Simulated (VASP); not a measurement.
# CdAu (Pm-3m) in VASP: single point with LDA

Aim: the single point of CdAu with LDA.

Program: VASP 6.6.1. These are calculated values, not measurements. Logs are shortened: lines on timing, memory, paths and dates and some standing lists are left out, and cuts for length are marked.

### Step 1. The cell of the first run

Symmetry: Pm-3m, No. 221, cubic system. The conventional cell has a = 3.320 Å, b = 3.320 Å, c = 3.320 Å, α = 90.00°, β = 90.00°, γ = 90.00°. Within 3.8 Å of Cd (site symmetry m-3m) lie 8 Au at 2.88 Å and 6 Cd at 3.32 Å. Au (site symmetry m-3m) has 8 Cd at 2.88 Å and 6 Au at 3.32 Å within 3.8 Å.

### Step 2. Single point, LDA

Contents of INCAR:

```
SYSTEM = CdAu
PREC = Accurate
ENCUT = 500
EDIFF = 1E-6
ISMEAR = -1
SIGMA = 0.0272
LREAL = .False.
LASPH = .True.
NELM = 120
ALGO = Normal
ISIF = 2
LWAVE = .False.
LCHARG = .False.
NBANDS = 18
GGA_COMPAT = .False.
```

Contents of KPOINTS:

```
regular mesh
0
Gamma
  8 8 8
  0 0 0
```

Contents of POSCAR:

```
CdAu
1.0
    3.3200000000      0.0000000000      0.0000000000
    0.0000000000      3.3200000000      0.0000000000
    0.0000000000      0.0000000000      3.3200000000
Cd Au
1 1
Direct
    0.5000000000      0.5000000000      0.5000000000
    0.0000000000      0.0000000000      0.0000000000
```

Potentials or basis: VASP PAW LDA potentials, release 64 (Cd, Au).

Run with:

```sh
cat potpaw_LDA.64/Cd/POTCAR potpaw_LDA.64/Au/POTCAR > POTCAR
mpirun -np 1 vasp_std > vasp.out
```

OUTCAR:

```text
SYSTEM = CdAu
   PREC = Accurate
   ENCUT = 500
   EDIFF = 1E-6
   ISMEAR = -1
   LREAL = .False.
   LASPH = .True.
   NELM = 120
   ISIF = 2

 ion  position               nearest neighbor table
   1  0.500  0.500  0.500-   2 2.88   2 2.88   2 2.88   2 2.88   2 2.88   2 2.88   2 2.88   2 2.88

   2  0.000  0.000  0.000-   1 2.88   1 2.88   1 2.88   1 2.88   1 2.88   1 2.88   1 2.88   1 2.88

  LATTYP: Found a simple cubic cell.
 ALAT       =     3.3200000000

  Lattice vectors:

 A1 = (   3.3200000000,   0.0000000000,   0.0000000000)
 A2 = (   0.0000000000,   3.3200000000,   0.0000000000)
 A3 = (   0.0000000000,   0.0000000000,   3.3200000000)

Analysis of symmetry for initial positions (statically):
=====================================================================
 Subroutine PRICEL returns:
 Original cell was already a primitive cell.

 Routine SETGRP: Setting up the symmetry group for a
 simple cubic supercell.

 Subroutine GETGRP returns: Found 48 space group operations
 (whereof 48 operations were pure point group operations)
 out of a pool of 48 trial point group operations.

The static configuration has the point symmetry O_h .

Analysis of symmetry for dynamics (positions and initial velocities):
=====================================================================
 Subroutine PRICEL returns:
 Original cell was already a primitive cell.

 Routine SETGRP: Setting up the symmetry group for a
 simple cubic supercell.

 Subroutine GETGRP returns: Found 48 space group operations
 (whereof 48 operations were pure point group operations)
 out of a pool of 48 trial point group operations.

The dynamic configuration has the point symmetry O_h .

 Subroutine INISYM returns: Found 48 space group operations
 (whereof 48 operations are pure point group operations),
 and found     1 'primitive' translations

----------------------------------------------------------------------------------------

                                     Primitive cell

  volume of cell :      36.5944

  direct lattice vectors                    reciprocal lattice vectors
     3.320000000  0.000000000  0.000000000     0.301204819  0.000000000  0.000000000
     0.000000000  3.320000000  0.000000000     0.000000000  0.301204819  0.000000000
     0.000000000  0.000000000  3.320000000     0.000000000  0.000000000  0.301204819

  length of vectors
     3.320000000  3.320000000  3.320000000     0.301204819  0.301204819  0.301204819

  position of ions in fractional coordinates (direct lattice)
     0.500000000  0.500000000  0.500000000
     0.000000000  0.000000000  0.000000000

  ion indices of the primitive-cell ions
   primitive index   ion index
                 1           1
                 2           2

----------------------------------------------------------------------------------------

 KPOINTS: regular mesh

Automatic generation of k-mesh.
 Grid dimensions read from file:
 generate k-points for:    8    8    8

 Generating k-lattice:

  Cartesian coordinates                     Fractional coordinates (reciprocal lattice)
     0.037650602  0.000000000  0.000000000     0.125000000  0.000000000  0.000000000
     0.000000000  0.037650602  0.000000000     0.000000000  0.125000000  0.000000000
     0.000000000  0.000000000  0.037650602     0.000000000  0.000000000  0.125000000

  Length of vectors
     0.037650602  0.037650602  0.037650602

  Shift w.r.t. Gamma in fractional coordinates (k-lattice)
     0.000000000  0.000000000  0.000000000

 Subroutine IBZKPT returns following result:
 ===========================================

 Found     35 irreducible k-points:

 Following reciprocal coordinates:
            Coordinates               Weight
  0.000000  0.000000  0.000000      1.000000
  0.125000  0.000000  0.000000      6.000000
  0.250000  0.000000  0.000000      6.000000
  0.375000  0.000000  0.000000      6.000000
  0.500000  0.000000  0.000000      3.000000
  0.125000  0.125000  0.000000     12.000000
[... 16 lines left out ...]
  0.375000  0.375000  0.125000     24.000000
  0.500000  0.375000  0.125000     24.000000
 [... further k-points ...]
   k-points           NKPTS =     35   k-points in BZ     NKDIM =     35   number of bands    NBANDS=     18
   number of dos      NEDOS =    301   number of ions     NIONS =      2
   total plane-waves  NPLWV =  13824
   dimension x,y,z NGX =    24 NGY =   24 NGZ =   24
   dimension x,y,z NGXF=    48 NGYF=   48 NGZF=   48
   ions per type =               1   1
   NGX,Y,Z   is equivalent  to a cutoff of  12.02, 12.02, 12.02 a.u.
   NGXF,Y,Z  is equivalent  to a cutoff of  24.04, 24.04, 24.04 a.u.
 SYSTEM =  CdAu
   PREC   = accura    normal or accurate (medium, high low for compatibility)
   ISTART =      0    job   : 0-new  1-cont  2-samecut
   ICHARG =      2    charge: 1-file 2-atom 10-const
   ISPIN  =      1    spin polarized calculation?
   LNONCOLLINEAR =      F non collinear calculations
   LSORBIT =      F    spin-orbit coupling
   LASPH  =      T    aspherical Exc in radial PAW
   ENCUT  =  500.0 eV  36.75 Ry    6.06 a.u.   6.05  6.05  6.05*2*pi/ulx,y,z
   NELM   =    120;   NELMIN=  2; NELMDL= -5     # of ELM steps
   EDIFF  = 0.1E-05   stopping-criterion for ELM
   LREAL  =      F    real-space projection
   EDIFFG = 0.1E-04   stopping-criterion for IOM
   NSW    =      0    number of steps for IOM
   IBRION =     -1    ionic relax: 0-MD 1-quasi-New 2-CG
   NFREE  =      0    steps in history (QN), initial steepest desc. (CG)
   ISIF   =      2    stress and relaxation
   ISYM   =      2    0-nonsym 1-usesym 2-fastsym
   POTIM  = 0.5000    time-step for ionic-motion
   TEBEG  =    0.0;   TEEND  =   0.0 temperature during run
   PSTRESS=    0.0 pullay stress
   NELECT =      23.0000    total number of electrons
   NUPDOWN=      -1.0000    fix difference up-down
   EMIN   =  10.00;   EMAX   =-10.00  energy-range for DOS
   EFERMI =   0.00;   METHOD = LEGACY
   ISMEAR =    -1;   SIGMA  =   0.03  broadening in eV -4-tet -1-fermi 0-gaus
   EFERMI_NEDOS =   21; number of points for ismear=-14 and -15
   IALGO  =     38    algorithm
   IMIX   =      4    mixing-type and parameters
     AMIX     =   0.40;   BMIX     =  1.00
     AMIX_MAG =   1.60;   BMIX_MAG =  1.00
  volume/ion in A,a.u.               =      18.30       123.48
  Fermi-wavevector in a.u.,A,eV,Ry     =   1.402316  2.649994 26.755740  1.966491
  Thomas-Fermi vector in A             =   2.525090
   LORBIT       =      0    0 simple, 1 ext, 2 COOP (PROOUT), +10 PAW based schemes
   GGA     = CA    functional components
   LHFCALC =     F    Hartree Fock is set to
   AEXX    =    0.0000 exact exchange contribution
   IVDW    =     0    specifies the selected vdW correction
   LEPSILON=     F    determine dielectric tensor
   LRPA    =     F    only Hartree local field effects (RPA)
 non-spin polarized calculation
  energy-cutoff  :      500.00
  volume of cell :       36.59
 maximum number of plane-waves:       952
   NGX = 13   NGY = 13   NGZ = 13

 number of electron      22.9999996 magnetization

 Free energy of the ion-electron system (eV)
  ---------------------------------------------------
  ext. energy  EPLUGINS =         0.00000000
  ---------------------------------------------------
  free energy    TOTEN  =        -6.30712619 eV

  energy without entropy =       -6.30665844  energy(sigma->0) =       -6.30689232

 E-fermi :   6.0898     XC(G=0): -12.4305

 val. band max:        6.0051198139   @ k =   0.5000   0.3750   0.2500
 cond. band min:       6.2829656599   @ k =   0.3750   0.3750   0.1250
 fundamental gap:      0.2778458460
 Fermi energy:         6.0898418514

 k-point     1 :       0.0000    0.0000    0.0000
  band No.  band energies     occupation
      1      -3.6285      2.00000
      2      -3.3093      2.00000
      3      -3.3093      2.00000
      4      -2.5479      2.00000
      5      -2.5479      2.00000
      6      -2.5479      2.00000
[... 10 lines left out ...]
     17      18.1855      0.00000
     18      22.4998      0.00000

 k-point     2 :       0.1250    0.0000    0.0000
  band No.  band energies     occupation
      1      -3.3826      2.00000
      2      -3.2688      2.00000
      3      -3.2105      2.00000
      4      -2.5648      2.00000
      5      -2.5648      2.00000
      6      -2.5256      2.00000
[... 10 lines left out ...]
     17      19.2462      0.00000
     18      22.1043      0.00000

 k-point     3 :       0.2500    0.0000    0.0000
  band No.  band energies     occupation
      1      -3.1672      2.00000
      2      -3.0536      2.00000
      3      -2.6048      2.00000
      4      -2.6048      2.00000
      5      -2.5807      2.00000
      6      -2.4705      2.00000
[... 10 lines left out ...]
     17      21.3384      0.00000
     18      21.4763      0.00000

 k-point     4 :       0.3750    0.0000    0.0000
  band No.  band energies     occupation
      1      -3.0591      2.00000
      2      -2.8450      2.00000
      3      -2.6436      2.00000
      4      -2.6436      2.00000
      5      -2.4135      2.00000
      6      -1.4698      2.00000
[... 10 lines left out ...]
     17      18.8764      0.00000
     18      19.4995      0.00000

 k-point     5 :       0.5000    0.0000    0.0000
  band No.  band energies     occupation
      1      -3.0122      2.00000
      2      -2.7593      2.00000
      3      -2.6593      2.00000
      4      -2.6593      2.00000
      5      -2.3894      2.00000
      6      -0.6802      2.00000
[... 10 lines left out ...]
     17      17.2579      0.00000
     18      17.2927      0.00000

 k-point     6 :       0.1250    0.1250    0.0000
  band No.  band energies     occupation
      1      -3.2308      2.00000
      2      -3.1527      2.00000
      3      -3.1469      2.00000
      4      -2.5994      2.00000
      5      -2.5413      2.00000
      6      -2.5023      2.00000
[... 307 lines left out ...]
 k-point    21 :       0.3750    0.2500    0.1250
  band No.  band energies     occupation
      1      -3.1154      2.00000
      2      -2.9101      2.00000
      3      -2.8049      2.00000
      4      -2.6960      2.00000
      5      -2.5356      2.00000
      6      -0.3264      2.00000
[... 10 lines left out ...]
     17      19.1830      0.00000
     18      19.8797      0.00000

 k-point    22 :       0.5000    0.2500    0.1250
  band No.  band energies     occupation
      1      -3.1696      2.00000
      2      -2.8931      2.00000
      3      -2.8240      2.00000
      4      -2.7215      2.00000
      5      -2.4565      2.00000
      6       0.3716      2.00000
[... 10 lines left out ...]
     17      19.0959      0.00000
     18      20.2378      0.00000

 k-point    23 :       0.3750    0.3750    0.1250
  band No.  band energies     occupation
      1      -3.2956      2.00000
      2      -2.9157      2.00000
      3      -2.8791      2.00000
      4      -2.8153      2.00000
      5      -2.3002      2.00000
      6       0.0909      2.00000
[... 10 lines left out ...]
     17      17.4890      0.00000
     18      19.0942      0.00000

 k-point    24 :       0.5000    0.3750    0.1250
  band No.  band energies     occupation
      1      -3.3651      2.00000
      2      -2.9260      2.00000
      3      -2.8996      2.00000
      4      -2.8687      2.00000
      5      -2.2050      2.00000
      6       0.2043      2.00000
[... 10 lines left out ...]
     17      17.7903      0.00000
     18      18.6234      0.00000

 [... further k-points ...]
[... 5 lines left out ...]
  --------------------------------------------------------------------------------------
  -------------------------------------------------------------------------------------
  Total       -0.7651782     -0.7651782     -0.7651782     -0.0000000     -0.0000000      0.0000000
  in kB      -33.5010901    -33.5010901    -33.5010901     -0.0000000     -0.0000000      0.0000000
  external PRESSURE =     -33.5010901 kB  Pullay stress =       0.0000000 kB

 VOLUME and BASIS-vectors are now :
 -----------------------------------------------------------------------------
  energy-cutoff  :      500.00
  volume of cell :       36.59
      direct lattice vectors                 reciprocal lattice vectors
     3.320000000  0.000000000  0.000000000     0.301204819  0.000000000  0.000000000
     0.000000000  3.320000000  0.000000000     0.000000000  0.301204819  0.000000000
     0.000000000  0.000000000  3.320000000     0.000000000  0.000000000  0.301204819

 POSITION                                       TOTAL-FORCE (eV/Angst)
 -----------------------------------------------------------------------------------
      1.66000      1.66000      1.66000         0.000000      0.000000      0.000000
      0.00000      0.00000      0.00000         0.000000      0.000000      0.000000
 -----------------------------------------------------------------------------------
    total drift:                                0.000000      0.000000     -0.000000

  FREE ENERGIE OF THE ION-ELECTRON SYSTEM (eV)
  ---------------------------------------------------
  free  energy   TOTEN  =        -6.3071261949 eV

  energy  without entropy=       -6.3066584370  energy(sigma->0) =       -6.30689232
```

Run time: 18 s. Hardware: 1 thread of Intel Xeon 8259CL, shared host; peak memory 0.14 GiB.

Results:

```
Free energy : -6.3071 eV
Pressure    : -3.4 GPa
```

Caveat: spin-orbit coupling is left out, which moves the levels of the heavy elements.
